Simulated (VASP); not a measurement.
# MgO (P6_3/mmc) in VASP: notebook

The runs below take MgO through single point, with PBE.

Program: VASP 6.6.1. These are calculated values, not measurements. Logs are shortened: lines on timing, memory, paths and dates and some standing lists are left out, and cuts for length are marked.

**1. The cell of the first run**

The structure is hexagonal, space group P6_3/mmc (No. 194). Conventional cell: a = 3.502 Å, b = 3.502 Å, c = 4.149 Å, α = 90.00°, β = 90.00°, γ = 120.00°. Within 2.7 Å of Mg (site symmetry -6m2) lie 5 O at 2.02 to 2.07 Å. Within 2.7 Å of O (site symmetry -6m2) lie 5 Mg at 2.02 to 2.07 Å.

**2. Single point, PBE (volume 11.017 Å^3 an atom, c/a of the conventional cell 1.1848)**

Input file INCAR:

```
PREC = Accurate
ENCUT = 520
EDIFF = 1E-6
ISMEAR = 0
SIGMA = 0.05
LREAL = False
LASPH = True
NELM = 60
ALGO = Normal
ISIF = 2
LWAVE = False
LCHARG = False
GGA = PE
NBANDS = 16
```

Input file KPOINTS:

```
regular mesh
0
Gamma
  9 9 6
```

Input file POSCAR:

```
MgO
1.0
    3.5019979527      0.0000000000      0.0000000000
   -1.7509989764      3.0328191910      0.0000000000
    0.0000000000      0.0000000000      4.1491671743
Mg O
2 2
Direct
    0.6666666667      0.3333333333      0.7500000000
    0.3333333333      0.6666666667      0.2500000000
    0.6666666667      0.3333333333      0.2500000000
    0.3333333333      0.6666666667      0.7500000000
```

Potentials or basis: VASP PAW PBE potentials, release 64 (Mg, O).

Run with:

```bash
$ cat potpaw_PBE.64/Mg/POTCAR potpaw_PBE.64/O/POTCAR > POTCAR
$ mpirun -np 1 vasp_std > vasp.out
```

OUTCAR:

```text
PREC = Accurate
   ENCUT = 520
   EDIFF = 1E-6
   ISMEAR = 0
   LREAL = False
   LASPH = True
   NELM = 60
   ISIF = 2
   GGA = PE

 ion  position               nearest neighbor table
   1  0.667  0.333  0.750-   4 2.02   4 2.02   4 2.02   3 2.07   3 2.07   2 2.90   2 2.90   2 2.90
                             2 2.90   2 2.90   2 2.90
   2  0.333  0.667  0.250-   3 2.02   3 2.02   3 2.02   4 2.07   4 2.07   1 2.90   1 2.90   1 2.90
                             1 2.90   1 2.90   1 2.90
   3  0.667  0.333  0.250-   2 2.02   2 2.02   2 2.02   1 2.07   1 2.07
   4  0.333  0.667  0.750-   1 2.02   1 2.02   1 2.02   2 2.07   2 2.07

  LATTYP: Found a hexagonal cell.
 ALAT       =     3.5019979527
 C/A-ratio  =     1.1848000000

  Lattice vectors:

 A1 = (   3.5019979527,   0.0000000000,   0.0000000000)
 A2 = (  -1.7509989764,   3.0328191910,   0.0000000000)
 A3 = (   0.0000000000,   0.0000000000,   4.1491671743)

Analysis of symmetry for initial positions (statically):
=====================================================================
 Subroutine PRICEL returns:
 Original cell was already a primitive cell.

 Routine SETGRP: Setting up the symmetry group for a
 hexagonal supercell.

 Subroutine GETGRP returns: Found 24 space group operations
 (whereof 12 operations were pure point group operations)
 out of a pool of 24 trial point group operations.

The static configuration has the point symmetry D_3d.
 The point group associated with its full space group is D_6h.

Analysis of symmetry for dynamics (positions and initial velocities):
=====================================================================
 Subroutine PRICEL returns:
 Original cell was already a primitive cell.

 Routine SETGRP: Setting up the symmetry group for a
 hexagonal supercell.

 Subroutine GETGRP returns: Found 24 space group operations
 (whereof 12 operations were pure point group operations)
 out of a pool of 24 trial point group operations.

The dynamic configuration has the point symmetry D_3d.
 The point group associated with its full space group is D_6h.

 Subroutine INISYM returns: Found 24 space group operations
 (whereof 12 operations are pure point group operations),
 and found     1 'primitive' translations

----------------------------------------------------------------------------------------

                                     Primitive cell

  volume of cell :      44.0680

  direct lattice vectors                    reciprocal lattice vectors
     3.501997953  0.000000000  0.000000000     0.285551281  0.164863109  0.000000000
    -1.750998976  3.032819191  0.000000000     0.000000000  0.329726217  0.000000000
     0.000000000  0.000000000  4.149167174     0.000000000  0.000000000  0.241012222

  length of vectors
     3.501997953  3.501997953  4.149167174     0.329726217  0.329726217  0.241012222

  position of ions in fractional coordinates (direct lattice)
     0.666666667  0.333333333  0.750000000
     0.333333333  0.666666667  0.250000000
     0.666666667  0.333333333  0.250000000
     0.333333333  0.666666667  0.750000000

  ion indices of the primitive-cell ions
   primitive index   ion index
                 1           1
                 2           2
                 3           3
                 4           4

----------------------------------------------------------------------------------------

 KPOINTS: regular mesh

Automatic generation of k-mesh.
 Grid dimensions read from file:
 generate k-points for:    9    9    6

 Generating k-lattice:

  Cartesian coordinates                     Fractional coordinates (reciprocal lattice)
     0.031727920  0.018318123  0.000000000     0.111111111 -0.000000000  0.000000000
     0.000000000  0.036636246  0.000000000     0.000000000  0.111111111  0.000000000
     0.000000000  0.000000000  0.040168704     0.000000000  0.000000000  0.166666667

  Length of vectors
     0.036636246  0.036636246  0.040168704

  Shift w.r.t. Gamma in fractional coordinates (k-lattice)
     0.000000000  0.000000000  0.000000000

 Subroutine IBZKPT returns following result:
 ===========================================

 Found     48 irreducible k-points:

 Following reciprocal coordinates:
            Coordinates               Weight
  0.000000  0.000000  0.000000      1.000000
  0.111111 -0.000000  0.000000      6.000000
  0.222222 -0.000000  0.000000      6.000000
  0.333333 -0.000000  0.000000      6.000000
  0.444444 -0.000000  0.000000      6.000000
  0.111111  0.111111  0.000000      6.000000
[... 16 lines left out ...]
  0.333333  0.222222  0.166667     24.000000
  0.333333  0.333333  0.166667      4.000000
 [... further k-points ...]
   k-points           NKPTS =     48   k-points in BZ     NKDIM =     48   number of bands    NBANDS=     16
   number of dos      NEDOS =    301   number of ions     NIONS =      4
   total plane-waves  NPLWV =  25088
   dimension x,y,z NGX =    28 NGY =   28 NGZ =   32
   dimension x,y,z NGXF=    56 NGYF=   56 NGZF=   64
   ions per type =               2   2
   NGX,Y,Z   is equivalent  to a cutoff of  13.29, 13.29, 12.82 a.u.
   NGXF,Y,Z  is equivalent  to a cutoff of  26.58, 26.58, 25.64 a.u.
 SYSTEM =  unknown system
   PREC   = accura    normal or accurate (medium, high low for compatibility)
   ISTART =      0    job   : 0-new  1-cont  2-samecut
   ICHARG =      2    charge: 1-file 2-atom 10-const
   ISPIN  =      1    spin polarized calculation?
   LNONCOLLINEAR =      F non collinear calculations
   LSORBIT =      F    spin-orbit coupling
   LASPH  =      T    aspherical Exc in radial PAW
   ENCUT  =  520.0 eV  38.22 Ry    6.18 a.u.   6.51  6.51  7.71*2*pi/ulx,y,z
   NELM   =     60;   NELMIN=  2; NELMDL= -5     # of ELM steps
   EDIFF  = 0.1E-05   stopping-criterion for ELM
   LREAL  =      F    real-space projection
   EDIFFG = 0.1E-04   stopping-criterion for IOM
   NSW    =      0    number of steps for IOM
   IBRION =     -1    ionic relax: 0-MD 1-quasi-New 2-CG
   NFREE  =      0    steps in history (QN), initial steepest desc. (CG)
   ISIF   =      2    stress and relaxation
   ISYM   =      2    0-nonsym 1-usesym 2-fastsym
   POTIM  = 0.5000    time-step for ionic-motion
   TEBEG  =    0.0;   TEEND  =   0.0 temperature during run
   PSTRESS=    0.0 pullay stress
   NELECT =      16.0000    total number of electrons
   NUPDOWN=      -1.0000    fix difference up-down
   EMIN   =  10.00;   EMAX   =-10.00  energy-range for DOS
   EFERMI =   0.00;   METHOD = LEGACY
   ISMEAR =     0;   SIGMA  =   0.05  broadening in eV -4-tet -1-fermi 0-gaus
   EFERMI_NEDOS =   21; number of points for ismear=-14 and -15
   IALGO  =     38    algorithm
   IMIX   =      4    mixing-type and parameters
     AMIX     =   0.40;   BMIX     =  1.00
     AMIX_MAG =   1.60;   BMIX_MAG =  1.00
  volume/ion in A,a.u.               =      11.02        74.35
  Fermi-wavevector in a.u.,A,eV,Ry     =   1.167904  2.207018 18.558335  1.363999
  Thomas-Fermi vector in A             =   2.304398
   LORBIT       =      0    0 simple, 1 ext, 2 COOP (PROOUT), +10 PAW based schemes
   GGA     = PE    functional components
   LHFCALC =     F    Hartree Fock is set to
   AEXX    =    0.0000 exact exchange contribution
   IVDW    =     0    specifies the selected vdW correction
   LEPSILON=     F    determine dielectric tensor
   LRPA    =     F    only Hartree local field effects (RPA)
 non-spin polarized calculation
 Gauss-broadening in eV      SIGMA  =   0.05
  energy-cutoff  :      520.00
  volume of cell :       44.07
 maximum number of plane-waves:      1206
 NGX is ok and might be reduce to    28
   NGX = 13   NGY = 13   NGZ = 15

 number of electron      16.0000000 magnetization

 Free energy of the ion-electron system (eV)
  ---------------------------------------------------
  ext. energy  EPLUGINS =         0.00000000
  ---------------------------------------------------
  free energy    TOTEN  =       -23.65526355 eV

  energy without entropy =      -23.65526355  energy(sigma->0) =      -23.65526355

 E-fermi :   2.2395     XC(G=0): -10.0617

 val. band max:        1.9741364129   @ k =   0.0000   0.0000   0.0000
 cond. band min:       5.4163382616   @ k =   0.0000   0.0000   0.0000
 fundamental gap:      3.4422018486
 Fermi energy:         2.2395033059

 k-point     1 :       0.0000    0.0000    0.0000
  band No.  band energies     occupation
      1     -14.9426      2.00000
      2     -13.5290      2.00000
      3      -1.6217      2.00000
      4       0.2391      2.00000
      5       0.2391      2.00000
      6       1.2015      2.00000
[... 8 lines left out ...]
     15      17.5894      0.00000
     16      17.6186      0.00000

 k-point     2 :       0.1111   -0.0000    0.0000
  band No.  band energies     occupation
      1     -14.8825      2.00000
      2     -13.5411      2.00000
      3      -1.5270      2.00000
      4       0.0496      2.00000
      5       0.1423      2.00000
      6       0.9052      2.00000
[... 8 lines left out ...]
     15      17.0940      0.00000
     16      17.1036      0.00000

 k-point     3 :       0.2222   -0.0000    0.0000
  band No.  band energies     occupation
      1     -14.7167      2.00000
      2     -13.5838      2.00000
      3      -1.2556      2.00000
      4      -0.5090      2.00000
      5      -0.0604      2.00000
      6       0.4828      2.00000
[... 8 lines left out ...]
     15      16.1022      0.00000
     16      16.7115      0.00000

 k-point     4 :       0.3333   -0.0000    0.0000
  band No.  band energies     occupation
      1     -14.4890      2.00000
      2     -13.6690      2.00000
      3      -1.1330      2.00000
      4      -0.8529      2.00000
      5      -0.2494      2.00000
      6       0.2172      2.00000
[... 8 lines left out ...]
     15      16.0239      0.00000
     16      16.7484      0.00000

 k-point     5 :       0.4444   -0.0000    0.0000
  band No.  band energies     occupation
      1     -14.2864      2.00000
      2     -13.7774      2.00000
      3      -1.5058      2.00000
      4      -0.4515      2.00000
      5      -0.3582      2.00000
      6       0.0857      2.00000
[... 8 lines left out ...]
     15      16.5267      0.00000
     16      16.8607      0.00000

 k-point     6 :       0.1111    0.1111    0.0000
  band No.  band energies     occupation
      1     -14.7694      2.00000
      2     -13.5686      2.00000
      3      -1.3437      2.00000
      4      -0.2432      2.00000
      5      -0.1405      2.00000
      6       0.6551      2.00000
[... 8 lines left out ...]
     15      16.4853      0.00000
     16      16.6215      0.00000
[... 267 lines left out ...]
 k-point    21 :       0.4444    0.1111    0.1667
  band No.  band energies     occupation
      1     -14.1748      2.00000
      2     -13.8293      2.00000
      3      -1.7067      2.00000
      4      -0.6098      2.00000
      5      -0.5463      2.00000
      6       0.2244      2.00000
[... 8 lines left out ...]
     15      16.1383      0.00000
     16      17.1310      0.00000

 k-point    22 :       0.2222    0.2222    0.1667
  band No.  band energies     occupation
      1     -14.3113      2.00000
      2     -13.7536      2.00000
      3      -1.2548      2.00000
      4      -1.2022      2.00000
      5      -0.1438      2.00000
      6       0.2317      2.00000
[... 8 lines left out ...]
     15      16.4488      0.00000
     16      17.5586      0.00000

 k-point    23 :       0.3333    0.2222    0.1667
  band No.  band energies     occupation
      1     -14.1321      2.00000
      2     -13.8544      2.00000
      3      -1.5312      2.00000
      4      -0.9479      2.00000
      5      -0.5296      2.00000
      6       0.4792      2.00000
[... 8 lines left out ...]
     15      16.2664      0.00000
     16      17.7179      0.00000

 k-point    24 :       0.3333    0.3333    0.1667
  band No.  band energies     occupation
      1     -13.9796      2.00000
      2     -13.9796      2.00000
      3      -1.5082      2.00000
      4      -0.8206      2.00000
      5      -0.8206      2.00000
      6       0.8224      2.00000
[... 8 lines left out ...]
     15      16.1585      0.00000
     16      18.4985      0.00000

 [... further k-points ...]
[... 5 lines left out ...]
  --------------------------------------------------------------------------------------
  -------------------------------------------------------------------------------------
  Total        0.7682613      0.7682613      1.6214826     -0.0000000     -0.0000000      0.0000000
  in kB       27.9316230     27.9316230     58.9521355     -0.0000000     -0.0000000      0.0000000
  external PRESSURE =      38.2717938 kB  Pullay stress =       0.0000000 kB

 VOLUME and BASIS-vectors are now :
 -----------------------------------------------------------------------------
  energy-cutoff  :      520.00
  volume of cell :       44.07
      direct lattice vectors                 reciprocal lattice vectors
     3.501997953  0.000000000  0.000000000     0.285551281  0.164863109  0.000000000
    -1.750998976  3.032819191  0.000000000     0.000000000  0.329726217  0.000000000
     0.000000000  0.000000000  4.149167174     0.000000000  0.000000000  0.241012222

 POSITION                                       TOTAL-FORCE (eV/Angst)
 -----------------------------------------------------------------------------------
      1.75100      1.01094      3.11188        -0.000000     -0.000000      0.000000
     -0.00000      2.02188      1.03729        -0.000000      0.000000     -0.000000
      1.75100      1.01094      1.03729         0.000000     -0.000000      0.000000
     -0.00000      2.02188      3.11188        -0.000000      0.000000      0.000000
 -----------------------------------------------------------------------------------
    total drift:                               -0.000000      0.000000     -0.000000

  FREE ENERGIE OF THE ION-ELECTRON SYSTEM (eV)
  ---------------------------------------------------
  free  energy   TOTEN  =       -23.6552635530 eV

  energy  without entropy=      -23.6552635530  energy(sigma->0) =      -23.65526355
```

It took 26 s on 1 thread of Intel Xeon 6975P-C (Granite Rapids), shared host; peak memory 0.18 GiB.

What came out:

| Quantity | Value |
| --- | --- |
| Free energy | -23.6553 eV |
| Pressure | 3.8 GPa |
| Band gap on the k mesh | 3.44 eV, direct |

**3. Single point, PBE (volume 11.199 Å^3 an atom, c/a of the conventional cell 1.1659)**

Input file INCAR:

```
SYSTEM = MgO
  ALGO = Normal
  EDIFF = 1E-7
  ENCUT = 520
  GGA = PE
  ISIF = 2
  ISMEAR = 0
  LASPH = .TRUE.
  LCHARG = .FALSE.
  LREAL = .FALSE.
  LWAVE = .FALSE.
  NBANDS = 16
  NELM = 60
  PREC = Accurate
  SIGMA = 0.05
```

Input file KPOINTS:

```
k-points
0
G
  9 9 6
  0 0 0
```

Input file POSCAR:

```
MgO
1.0
    3.5401019341      0.0000000000      0.0000000000
   -1.7700509671      3.0658182069      0.0000000000
    0.0000000000      0.0000000000      4.1274048449
Mg O
2 2
Direct
    0.6666666667      0.3333333333      0.7500000000
    0.3333333333      0.6666666667      0.2500000000
    0.6666666667      0.3333333333      0.2500000000
    0.3333333333      0.6666666667      0.7500000000
```

Potentials or basis: VASP PAW PBE potentials, release 64 (Mg, O).

Run with:

```bash
$ cat potpaw_PBE.64/Mg/POTCAR potpaw_PBE.64/O/POTCAR > POTCAR
$ mpirun -np 1 vasp_std > vasp.out
```

Run time: 34 s. Hardware: 1 thread of Intel Xeon 6975P-C (Granite Rapids), shared host; peak memory 0.17 GiB.

It converged, with:

```
Free energy            : -23.6559 eV
Pressure               : 1.9 GPa
Band gap on the k mesh : 3.38 eV, direct
```

Stress tensor (GPa, compression positive):
```
0.01 0.00 0.00
0.00 0.01 0.00
0.00 0.00 5.72
```

Levels at points of the mesh, in eV from the valence-band top:
| k point | band 4 | band 5 | band 6 | band 7 | band 8 | band 9 | band 10 | band 11 | band 12 | band 13 |
| --- | --- | --- | --- | --- | --- | --- | --- | --- | --- | --- |
| (0.00, 0.00, 0.00) | -1.70 | -1.70 | -0.71 | -0.71 | 0.00 | 3.38 | 9.48 | 12.28 | 12.28 | 12.41 |
| (0.00, 0.00, 0.50) | -2.37 | -1.23 | -1.23 | -1.23 | -1.23 | 6.43 | 6.43 | 12.64 | 12.64 | 12.64 |

[end of part 1 of 2]
